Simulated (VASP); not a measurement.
Runs of VASP 6.6.1 on La3N. The structure is that of space group Pm-3m (No. 221), or close to it. The cells are those of the table. The cell was generated, and may not be a known phase.

```csv
task,cell,k mesh,cutoff (eV),gap on the mesh (eV),pressure (GPa),relaxed volume (Å³/atom)
single point,"a = 4.710 Å, 4 atoms",4 × 4 × 4,520,none,(a),-
single point,"a = 4.565 Å, 4 atoms",4 × 4 × 4,520,none,-0.4,-
relaxation of cell and atoms,"relaxed from a = 4.565 Å, 4 atoms",10 × 10 × 10,600,-,0.1,(b)
single point,"a = 4.547 Å, 4 atoms",10 × 10 × 10,520,none,0.0,-
relaxation of cell and atoms,"relaxed from a = 4.710 Å, 4 atoms",4 × 4 × 4,600,none,0.1,23.51
```

Alike in all rows: level PBE; potentials or basis VASP PAW PBE potentials, release 64 (La, N); no spin polarisation; smearing gaussian 0.1 eV.

Problem. Estimate the missing entries.

Solution. (a) -4.4; (b) 23.46.

Caveats: spin-orbit coupling is left out, which moves the levels of the heavy elements; the highest band is partly filled, so the run has too few bands (at least some runs); the cell stands under tension (at least some runs).

A k mesh can miss the band edges, and the runs leave out spin-orbit coupling on La.

A gap of «none» marks levels without a gap at the run's occupations.
